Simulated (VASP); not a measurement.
The system is BeB3P2.

```
CELL_PARAMETERS angstrom
3.08881 1.78332 2.52200
-3.08881 1.78332 2.52200
0.00000 -3.56665 2.52200
ATOMIC_POSITIONS crystal
Be 0.50000 0.50000 0.50000
B 0.00000 0.50000 0.00000
B 0.50000 0.00000 0.00000
B 0.00000 0.00000 0.50000
P 0.75000 0.75000 0.75000
P 0.25000 0.25000 0.25000
```

```yaml
Program: VASP 6.6.1
Task: relaxation of cell and atoms
Functional: PBE
Potentials_or_basis: VASP PAW PBE potentials, release 64 (Be, B, P)
Cutoff: 600 eV
k_mesh: 4 × 4 × 4
Occupations: gaussian, width 0.1 eV
Spin: no spin polarisation
```

At the start: pressure -1.5 GPa; volume 13.89 Å³/atom.

Problem. How do energy, volume and symmetry change on relaxing?

Solution. Over 12 steps the energy falls by 108.5 meV/atom and the volume is 13.37 Å³/atom (-3.7 %); space group R-3m (No. 166, to 0.05 Å).

Step by step:
| step | energy change (eV) | largest force (eV/Å) | pressure (GPa) | volume (Å³) |
| --- | --- | --- | --- | --- |
| 1 | 0.0000 | 3.2775 | -1.48 | 83.35 |
| 2 | -0.4226 | 0.6645 | 3.49 | 81.67 |
| 3 | -0.5068 | 0.3384 | 1.00 | 82.20 |
| 4 | -0.5371 | 0.3107 | -0.64 | 83.12 |
| 5 | -0.5552 | 0.2183 | -3.36 | 84.67 |
| 6 | -0.5686 | 0.1687 | -3.27 | 84.43 |
| 7 | -0.6014 | 0.0497 | -3.07 | 83.67 |
| 8 | -0.6322 | 0.1137 | -2.90 | 82.10 |
| 9 | -0.6497 | 0.0774 | -0.57 | 80.62 |
| 10 | -0.6504 | 0.0701 | -0.03 | 80.29 |
| 11 | -0.6504 | 0.0695 | 0.03 | 80.25 |
| 12 | -0.6507 | 0.0333 | 0.04 | 80.23 |

Final structure:
```xyz
6
Lattice="3.1085 1.7947 2.3968 -3.1085 1.7947 2.3968 0.0000 -3.5894 2.3968" Properties=species:S:1:pos:R:3 pbc="T T T"
Be    0.0000    0.0000    3.5952
B    -1.5543    0.8974    1.1984
B     1.5543    0.8974    1.1984
B     0.0000   -1.7947    1.1984
P     0.0000    0.0000    5.6428
P     0.0000    0.0000    1.5477
```
